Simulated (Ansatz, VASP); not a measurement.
**One calculation of V3Re, two programs**

```xyz
4
Lattice="0.0000 2.9762 2.9762 2.9762 0.0000 2.9762 2.9762 2.9762 0.0000" Properties=species:S:1:pos:R:3 pbc="T T T"
V     4.4643    4.4643    4.4643
V     1.4881    1.4881    1.4881
V     0.0000    0.0000    0.0000
Re    2.9762    2.9762    2.9762
```

Alike in both runs: task single point; functional LDA; k mesh 7 × 7 × 7; occupations fermi-dirac, width 0.1 eV; collinear spin.

```csv
,VASP,Ansatz
version,VASP 6.6.1,Ansatz 0.2.0
potentials or method,"VASP PAW LDA potentials, release 64 (V_sv, Re), cutoff 520 eV","plane waves, PAW"
valence electrons in the cell,46,54
```

VASP gave:

```
pressure (GPa)           : -5.4
net moment per atom (μB) : 0.00
```

Which values does Ansatz return?

Pressure (GPa): -6.2; net moment per atom (μB): 0.00.

LDA's correlation is that of Perdew and Zunger in VASP and of Perdew and Wang (1992) in Ansatz. VASP's potentials hold 46 valence electrons a cell and Ansatz's 54, so a difference there can come from the potentials and not from the codes. Ansatz's warnings: seeded moment not kept.

Neither program's run includes spin-orbit coupling.
